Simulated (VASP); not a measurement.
Si, 8 atoms in the cell. The structure is orthorhombic, space group Fddd (No. 70). The conventional cell has a = 5.440 Å, b = 5.469 Å, c = 5.500 Å, α = 90.00°, β = 90.00°, γ = 90.00°. Si (site symmetry 222) has 4 Si at 2.37 Å within 3.1 Å. 

```yaml
Program: VASP 6.6.1
Task: vibrations by perturbation theory
Functional: PBE
Potentials_or_basis: VASP PAW PBE potentials, release 64 (Si)
Cutoff: 520 eV
k_mesh: 3 × 3 × 3
Occupations: gaussian, width 0.01 eV
Spin: no spin polarisation
Dipole_correction: no
Further_INCAR_settings: ALGO = Normal; EDIFF = 1e-08; NBANDS = 26; IBRION = 8; NSW = 1
```

Potentials or basis: VASP PAW PBE potentials, release 64 (Si).

Command:

```bash
$ cat potpaw_PBE.64/Si/POTCAR > POTCAR
$ mpirun -np 1 vasp_std > vasp.out
```

Hardware: 1 thread of Oxide Virtual Turin-like Processor, with other jobs on the host.

Q: How long does it take, and how much memory?

A: It took 2.7 min on 1 thread of Oxide Virtual Turin-like Processor, with other jobs on the host, peak memory 0.3 GiB. Counts: scf iterations 61, k points 8.
